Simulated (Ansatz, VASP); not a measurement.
## Two plane-wave programs on Ga5Mo

```
Ga Mo
1.0
     3.50750    0.00000    0.00000
     0.00000    3.50750    0.00000
     0.00000    0.00000    8.03846
Ga Mo
5 1
Direct
  0.50000 0.50000 0.15819
  0.00000 0.00000 0.32994
  0.50000 0.50000 0.84181
  0.00000 0.00000 0.67006
  0.50000 0.50000 0.50000
  0.00000 0.00000 0.00000
```

Alike in both runs: functional PBE; k mesh 10 × 10 × 4; occupations gaussian, width 0.1 eV; no spin polarisation.

Ansatz relaxed the structure, and its values are those at the end. VASP's run is a single point on that final structure, the one shown.

|  | VASP | Ansatz |
| --- | --- | --- |
| version | VASP 6.6.1 | Ansatz 0.2.0 |
| potentials or method | VASP PAW PBE potentials, release 64 (Ga_d, Mo_sv), cutoff 520 eV | scalar-relativistic, plane waves, PAW |
| valence electrons in the cell | 79 | 79 |

|  | VASP | Ansatz | Ansatz less VASP |
| --- | --- | --- | --- |
| gap on the k mesh at the Fermi level (eV) | none | none | - |
| pressure (GPa) | 0.3 | 0.0 | -0.25 |
| rms of the force components (eV/Å) | 0.004 | 0.000 | -0.0035 |

A gap of «none» marks a metal or a gap that the smearing closes. The functional is the same, so the differences come from potentials, cutoffs and numerics.
